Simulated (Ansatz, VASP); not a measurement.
## Tl in VASP and in Ansatz

INCAR

```
SYSTEM = Tl
ALGO = Fast ; EDIFF = 1E-6
ENCUT = 520 ; GGA = PE
ISIF = 2 ; ISMEAR = 0
LASPH = .TRUE. ; LCHARG = .TRUE.
LELF = .TRUE. ; LREAL = .FALSE.
LVHAR = .TRUE. ; LWAVE = .FALSE.
NBANDS = 20 ; NELM = 80
PREC = Accurate ; SIGMA = 0.15
```

KPOINTS

```
k-points
0
G
  18 18 10
  0 0 0
```

The input POSCAR:

```
Tl
1.0
    3.3695983976      0.0000000000      0.0000000000
   -1.6847991988      2.9181578129      0.0000000000
    0.0000000000      0.0000000000      5.2487500000
Tl
2
Direct
    0.3333333333      0.6666666667      0.2500000000
    0.6666666667      0.3333333333      0.7500000000
```

Input for Ansatz:

```yaml
crystal:
  lattice:
    - [3.3695983976, 0.0, 0.0]
    - [-1.6847991988, 2.9181578129, 0.0]
    - [0.0, 0.0, 5.24875]
  atoms:
    - { symbol: Tl, position: [0.3333333333, 0.6666666667, 0.25] }
    - { symbol: Tl, position: [0.6666666667, 0.3333333333, 0.75] }
basis:
  ecutwfc: 420
kpoints:
  mp_grid: { grid: [18, 18, 10] }
hamiltonian:
  xc: pbe
scf:
  occupations: { method: gaussian, width: 0.15 }
output:
  forces: true
  stress: true
  eigenvalues: true
```

Change from the starting cell: strain -0.025 along x and y, -0.050 along z, atoms carried along.

Alike in both runs: task single point; functional PBE; k mesh 18 × 18 × 10; occupations gaussian, width 0.15 eV; no spin polarisation.

|  | VASP | Ansatz |
| --- | --- | --- |
| version | VASP 6.6.1 | Ansatz 0.2.0 |
| potentials or method | VASP PAW PBE potentials, release 64 (Tl_d), cutoff 520 eV | scalar-relativistic, plane waves, PAW |
| valence electrons in the cell | 26 | 26 |

|  | VASP | Ansatz | Ansatz less VASP |
| --- | --- | --- | --- |
| gap on the k mesh at the Fermi level (eV) | none | none | - |
| pressure (GPa) | 9.0 | 9.0 | +0.06 |
| traceless stress, the component that is largest in VASP (GPa) | 1.24 | 1.24 | +0.004 |

A gap of «none» marks a metal or a gap that the smearing closes. With one functional, cell and mesh, what is left measures potentials, basis and numerics.

Spin-orbit coupling is off throughout.
